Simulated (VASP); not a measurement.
# AgBr (Fm-3m) in VASP: a series of runs

The runs below take AgBr through single point, relaxation of cell and atoms, with PBE.

Everything below comes from runs of VASP 6.6.1. Logs are shortened: lines on timing, memory, paths and dates and some standing lists are left out, and cuts for length are marked.

## (1) The cell of the first run

The structure is cubic, space group Fm-3m (No. 225). Conventional cell: a = 5.901 Å, b = 5.901 Å, c = 5.901 Å, α = 90.00°, β = 90.00°, γ = 90.00°. Ag (site symmetry m-3m) has 6 Br at 2.95 Å within 3.9 Å. Br (site symmetry m-3m) has 6 Ag at 2.95 Å within 3.9 Å.

## (2) Single point, PBE (25.69 Å³/atom)

The input, INCAR:

```
PREC = Accurate
ENCUT = 500
EDIFF = 1E-6
ISMEAR = 0
SIGMA = 0.02
LREAL = False
LASPH = True
NELM = 120
ALGO = Normal
ISIF = 2
LWAVE = False
LCHARG = False
GGA = PE
NBANDS = 16
GGA_COMPAT = False
```

The input, KPOINTS:

```
regular mesh
0
Gamma
  8 8 8
```

The input, POSCAR:

```
AgBr
1.0
    0.0000000000      2.9505905026      2.9505905026
    2.9505905026      0.0000000000      2.9505905026
    2.9505905026      2.9505905026      0.0000000000
Ag Br
1 1
Direct
    0.0000000000      0.0000000000      0.0000000000
    0.5000000000      0.5000000000      0.5000000000
```

Potentials or basis: VASP PAW PBE potentials, release 64 (Ag, Br).

On the command line:

```bash
$ cat potpaw_PBE.64/Ag/POTCAR potpaw_PBE.64/Br/POTCAR > POTCAR
$ mpirun -np 1 vasp_std > vasp.out
```

OUTCAR:

```text
PREC = Accurate
   ENCUT = 500
   EDIFF = 1E-6
   ISMEAR = 0
   LREAL = False
   LASPH = True
   NELM = 120
   ISIF = 2
   GGA = PE

 ion  position               nearest neighbor table
   1  0.000  0.000  0.000-   2 2.95   2 2.95   2 2.95   2 2.95   2 2.95   2 2.95
   2  0.500  0.500  0.500-   1 2.95   1 2.95   1 2.95   1 2.95   1 2.95   1 2.95

  LATTYP: Found a face centered cubic cell.
 ALAT       =     5.9011810052

  Lattice vectors:

 A1 = (   0.0000000000,   2.9505905026,   2.9505905026)
 A2 = (   2.9505905026,   0.0000000000,   2.9505905026)
 A3 = (   2.9505905026,   2.9505905026,   0.0000000000)

Analysis of symmetry for initial positions (statically):
=====================================================================
 Subroutine PRICEL returns:
 Original cell was already a primitive cell.

 Routine SETGRP: Setting up the symmetry group for a
 face centered cubic supercell.

 Subroutine GETGRP returns: Found 48 space group operations
 (whereof 48 operations were pure point group operations)
 out of a pool of 48 trial point group operations.

The static configuration has the point symmetry O_h .

Analysis of symmetry for dynamics (positions and initial velocities):
=====================================================================
 Subroutine PRICEL returns:
 Original cell was already a primitive cell.

 Routine SETGRP: Setting up the symmetry group for a
 face centered cubic supercell.

 Subroutine GETGRP returns: Found 48 space group operations
 (whereof 48 operations were pure point group operations)
 out of a pool of 48 trial point group operations.

The dynamic configuration has the point symmetry O_h .

 Subroutine INISYM returns: Found 48 space group operations
 (whereof 48 operations are pure point group operations),
 and found     1 'primitive' translations

----------------------------------------------------------------------------------------

                                     Primitive cell

  volume of cell :      51.3756

  direct lattice vectors                    reciprocal lattice vectors
     0.000000000  2.950590503  2.950590503    -0.169457605  0.169457605  0.169457605
     2.950590503  0.000000000  2.950590503     0.169457605 -0.169457605  0.169457605
     2.950590503  2.950590503  0.000000000     0.169457605  0.169457605 -0.169457605

  length of vectors
     4.172765106  4.172765106  4.172765106     0.293509182  0.293509182  0.293509182

  position of ions in fractional coordinates (direct lattice)
     0.000000000  0.000000000  0.000000000
     0.500000000  0.500000000  0.500000000
[... 78 lines left out ...]
   LREAL  =      F    real-space projection
   EDIFFG = 0.1E-04   stopping-criterion for IOM
   NSW    =      0    number of steps for IOM
   IBRION =     -1    ionic relax: 0-MD 1-quasi-New 2-CG
   NFREE  =      0    steps in history (QN), initial steepest desc. (CG)
   ISIF   =      2    stress and relaxation
   ISYM   =      2    0-nonsym 1-usesym 2-fastsym
   POTIM  = 0.5000    time-step for ionic-motion
   TEBEG  =    0.0;   TEEND  =   0.0 temperature during run
   PSTRESS=    0.0 pullay stress
   NELECT =      18.0000    total number of electrons
   NUPDOWN=      -1.0000    fix difference up-down
   EMIN   =  10.00;   EMAX   =-10.00  energy-range for DOS
   EFERMI =   0.00;   METHOD = LEGACY
   ISMEAR =     0;   SIGMA  =   0.02  broadening in eV -4-tet -1-fermi 0-gaus
   EFERMI_NEDOS =   21; number of points for ismear=-14 and -15
   IALGO  =     38    algorithm
   IMIX   =      4    mixing-type and parameters
     AMIX     =   0.40;   BMIX     =  1.00
     AMIX_MAG =   1.60;   BMIX_MAG =  1.00
  volume/ion in A,a.u.               =      25.69       173.35
  Fermi-wavevector in a.u.,A,eV,Ry     =   1.154109  2.180949 18.122511  1.331967
  Thomas-Fermi vector in A             =   2.290748
   LORBIT       =      0    0 simple, 1 ext, 2 COOP (PROOUT), +10 PAW based schemes
   GGA     = PE    functional components
   LHFCALC =     F    Hartree Fock is set to
   AEXX    =    0.0000 exact exchange contribution
   IVDW    =     0    specifies the selected vdW correction
   LEPSILON=     F    determine dielectric tensor
   LRPA    =     F    only Hartree local field effects (RPA)
 non-spin polarized calculation
 Gauss-broadening in eV      SIGMA  =   0.02
  energy-cutoff  :      500.00
  volume of cell :       51.38
 maximum number of plane-waves:      1323
   NGX = 15   NGY = 15   NGZ = 15

 number of electron      17.9999995 magnetization

 Free energy of the ion-electron system (eV)
  ---------------------------------------------------
  ext. energy  EPLUGINS =         0.00000000
  ---------------------------------------------------
  free energy    TOTEN  =        -4.99458116 eV

  energy without entropy =       -4.99458116  energy(sigma->0) =       -4.99458116

 E-fermi :   2.7873     XC(G=0):  -9.4424

 val. band max:        2.6464379135   @ k =   0.5000   0.0000   0.0000
 cond. band min:       3.3480963305   @ k =   0.0000   0.0000   0.0000
 fundamental gap:      0.7016584169
 Fermi energy:         2.7873040573

 k-point     1 :       0.0000    0.0000    0.0000
  band No.  band energies     occupation
      1     -11.9260      2.00000
      2       0.1727      2.00000
      3       0.1727      2.00000
      4       0.1733      2.00000
      5       0.1733      2.00000
      6       0.1733      2.00000
[... 433 lines left out ...]
      3      -0.9263      2.00000
      4      -0.9161      2.00000
      5       0.3794      2.00000
      6       0.4275      2.00000
[... 8 lines left out ...]
     15      14.9896      0.00000
     16      16.7201      0.00000

 [... further k-points ...]

------------------------ aborting loop because EDIFF is reached ----------------------------------------

  FORCE on cell =-STRESS in cart. coord.  units (eV):
  Direction    XX          YY          ZZ          XY          YZ          ZX
  --------------------------------------------------------------------------------------
  -------------------------------------------------------------------------------------
  Total       -0.3616290     -0.3616290     -0.3616290      0.0000000      0.0000000      0.0000000
  in kB      -11.2776098    -11.2776098    -11.2776098      0.0000000      0.0000000      0.0000000
  external PRESSURE =     -11.2776098 kB  Pullay stress =       0.0000000 kB

 VOLUME and BASIS-vectors are now :
 -----------------------------------------------------------------------------
  energy-cutoff  :      500.00
  volume of cell :       51.38
      direct lattice vectors                 reciprocal lattice vectors
     0.000000000  2.950590503  2.950590503    -0.169457605  0.169457605  0.169457605
     2.950590503  0.000000000  2.950590503     0.169457605 -0.169457605  0.169457605
     2.950590503  2.950590503  0.000000000     0.169457605  0.169457605 -0.169457605

 POSITION                                       TOTAL-FORCE (eV/Angst)
 -----------------------------------------------------------------------------------
      0.00000      0.00000      0.00000        -0.000000      0.000000     -0.000000
      2.95059      2.95059      2.95059         0.000000     -0.000000      0.000000
 -----------------------------------------------------------------------------------
    total drift:                               -0.000000      0.000000      0.000000

  FREE ENERGIE OF THE ION-ELECTRON SYSTEM (eV)
  ---------------------------------------------------
  free  energy   TOTEN  =        -4.9945811581 eV

  energy  without entropy=       -4.9945811581  energy(sigma->0) =       -4.99458116
```

OSZICAR:

```text
N       E                     dE             d eps       ncg     rms          rms(c)
DAV:   1     0.926132260794E+02    0.92613E+02   -0.80802E+03   952   0.956E+02
DAV:   2    -0.166249546680E+01   -0.94276E+02   -0.86911E+02  1184   0.205E+02
DAV:   3    -0.510160939352E+01   -0.34391E+01   -0.34317E+01  1112   0.405E+01
DAV:   4    -0.512073329412E+01   -0.19124E-01   -0.19123E-01  1192   0.327E+00
DAV:   5    -0.512091293091E+01   -0.17964E-03   -0.17964E-03  1136   0.309E-01    0.474E+00
DAV:   6    -0.499890976558E+01    0.12200E+00   -0.18065E-01  1144   0.597E+00    0.316E+00
DAV:   7    -0.499439515459E+01    0.45146E-02   -0.64933E-02  1032   0.167E+00    0.140E+00
DAV:   8    -0.499447437420E+01   -0.79220E-04   -0.45691E-03  1104   0.674E-01    0.264E-01
DAV:   9    -0.499454350267E+01   -0.69128E-04   -0.51012E-04  1080   0.260E-01    0.379E-02
DAV:  10    -0.499457470328E+01   -0.31201E-04   -0.54378E-05  1168   0.918E-02    0.244E-02
DAV:  11    -0.499458139418E+01   -0.66909E-05   -0.14492E-05  1096   0.296E-02    0.622E-03
DAV:  12    -0.499458115809E+01    0.23609E-06   -0.10057E-06   848   0.931E-03
   1 F= -.49945812E+01 E0= -.49945812E+01  d E =-.503163E-25
```

Run time: 31 s. Hardware: 1 thread of AMD EPYC 7R13, shared host; peak memory 0.15 GiB.

Results:

```
Free energy            : -4.9946 eV
Pressure               : -1.1 GPa
Band gap on the k mesh : 0.70 eV (least direct gap 2.35 eV)
```

A k mesh can miss the band edges. Expect the measured gap to be larger: semilocal functionals such as PBE lack the derivative discontinuity.

## (3) Single point, PBE (27.43 Å³/atom)

This run uses another cell than the first one, of 27.43 Å³/atom.

The input, INCAR:

```
  PREC = Accurate
  ENCUT = 500
  EDIFF = 1E-6
  ISMEAR = 0
  SIGMA = 0.02
  LREAL = F
  LASPH = T
  NELM = 120
  ALGO = Normal
  ISIF = 2
  LWAVE = F
  LCHARG = F
  GGA = PE
  NBANDS = 16
  GGA_COMPAT = F
```

KPOINTS is that of step 2.

The input, POSCAR:

```
AgBr
1.0
    0.0000000000      3.0159728453      3.0159728453
    3.0159728453      0.0000000000      3.0159728453
    3.0159728453      3.0159728453      0.0000000000
Ag Br
1 1
Direct
    0.0000000000      0.0000000000      0.0000000000
    0.5000000000      0.5000000000      0.5000000000
```

Potentials or basis: VASP PAW PBE potentials, release 64 (Ag, Br).

On the command line:

```bash
$ cat potpaw_PBE.64/Ag/POTCAR potpaw_PBE.64/Br/POTCAR > POTCAR
$ mpirun -np 1 vasp_std > vasp.out
```

Wall time 35 s (1 thread of AMD EPYC 7R13, shared host); peak memory 0.15 GiB.

The run converged. Its results:

```yaml
Free_energy: -4.9494 eV
Pressure: -2.9 GPa
Band_gap_on_the_k_mesh: 0.74 eV (least direct gap 2.17 eV)
```

Levels at points of the mesh, in eV from the valence-band top:
```tsv
k point	band 6	band 7	band 8	band 9	band 10	band 11	band 12	band 13
(0.00, 0.00, 0.00)	-2.26	-1.43	-1.43	-1.43	0.74	9.95	9.95	9.95
(0.50, 0.00, 0.00)	-2.05	-1.77	0.00	0.00	4.12	5.77	7.01	7.01
(0.50, 0.50, 0.00)	-2.13	-1.98	-1.98	-1.96	1.88	7.31	8.49	10.35
```

## (4) Relaxation of cell and atoms, PBE

This run uses another cell than the first one, of 23.64 Å³/atom.

The input, INCAR:

```
SYSTEM = AgBr
ALGO = Normal
EDIFF = 1E-7
EDIFFG = -0.005
ENCUT = 500
GGA = PE
GGA_COMPAT = .False.
IBRION = 2
ISIF = 3
ISMEAR = 0
LASPH = .True.
LCHARG = .False.
LREAL = .False.
LWAVE = .False.
NELM = 120
NELMIN = 4
NSW = 100
PREC = Accurate
SIGMA = 0.02
```

The input, KPOINTS:

```
k-points
0
Gamma
  8 8 8
  0 0 0
```

The input, POSCAR:

```
AgBr
1.0
    0.0000000000      2.8701500000      2.8701500000
    2.8701500000      0.0000000000      2.8701500000
    2.8701500000      2.8701500000      0.0000000000
Ag Br
1 1
Direct
    0.0000000000      0.0000000000      0.0000000000
    0.5000000000      0.5000000000      0.5000000000
```

On the command line:

```bash
$ cat potpaw_PBE.64/Ag/POTCAR potpaw_PBE.64/Br/POTCAR > POTCAR
$ mpirun -np 1 vasp_std > vasp.out
```

Run time: 66 s. Hardware: 1 thread of AMD EPYC 7R13, shared host; peak memory 0.15 GiB.

Results (log left out):

```
Free energy                           : -5.0000 eV
Relaxed volume                        : 24.89 Å³/atom
Relaxed cell                          : a = 4.129 Å, b = 4.129 Å, c = 4.129 Å, α = 60.00°, β = 60.00°, γ = 60.00°
Space group after relaxing (to 0.1 Å) : Fm-3m (No. 225)
Energy gained by relaxing             : 8.4 meV/atom
Ionic steps                           : 3
Pressure after relaxing               : 0.0 GPa
Band gap on the k mesh                : 0.69 eV (least direct gap 2.44 eV)
```

Step by step:
```
step  energy change (eV)  largest force (eV/Å)  pressure (GPa)  volume (Å³)
   1              0.0000                0.0000            2.28        47.29
   2             -0.0167                0.0000            0.12        49.63
   3             -0.0168                0.0000            0.00        49.78
```

Final structure:
```cif
data_structure
_symmetry_space_group_name_H-M 'P 1'
_symmetry_Int_Tables_number 1
_cell_length_a 4.1291
_cell_length_b 4.1291
_cell_length_c 4.1291
_cell_angle_alpha 60.000
_cell_angle_beta 60.000
_cell_angle_gamma 60.000
_cell_volume 49.78
loop_
_atom_site_label
_atom_site_type_symbol
_atom_site_fract_x
_atom_site_fract_y
_atom_site_fract_z
_atom_site_occupancy
Ag1 Ag 0.00000 0.00000 0.00000 1
Br1 Br 0.50000 0.50000 0.50000 1
```

Levels at points of the mesh, in eV from the valence-band top:
| k point | band 7 | band 8 | band 9 | band 10 | band 11 | band 12 |
| --- | --- | --- | --- | --- | --- | --- |
| (0.00, 0.00, 0.00) | -1.75 | -1.75 | -1.75 | 0.69 | 9.93 | 9.93 |
| (0.50, 0.00, 0.00) | -2.00 | 0.00 | 0.00 | 3.88 | 6.30 | 6.86 |
| (0.50, 0.50, 0.00) | -2.23 | -2.23 | -2.16 | 1.71 | 7.15 | 8.86 |

A k mesh can miss the band edges. Zero-point motion and thermal expansion aren't in these numbers.

## (5) Overview

| task | cell | gap on the mesh (eV) | pressure (GPa) |
| --- | --- | --- | --- |
| single point | a = 4.173 Å, angles 60.0°, 2 atoms | 0.70 | -1.1 |
| single point | a = 4.265 Å, angles 60.0°, 2 atoms | 0.74 | -2.9 |
| relaxation of cell and atoms | relaxed from a = 4.059 Å, angles 60.0°, 2 atoms | 0.69 | 0.0 |

Alike in all rows: level PBE; potentials or basis VASP PAW PBE potentials, release 64 (Ag, Br); no spin polarisation; k mesh 8 × 8 × 8; cutoff (eV) 500; smearing gaussian 0.02 eV.

Total energies depend on the potentials used, so only differences within one code and one set of settings carry meaning.
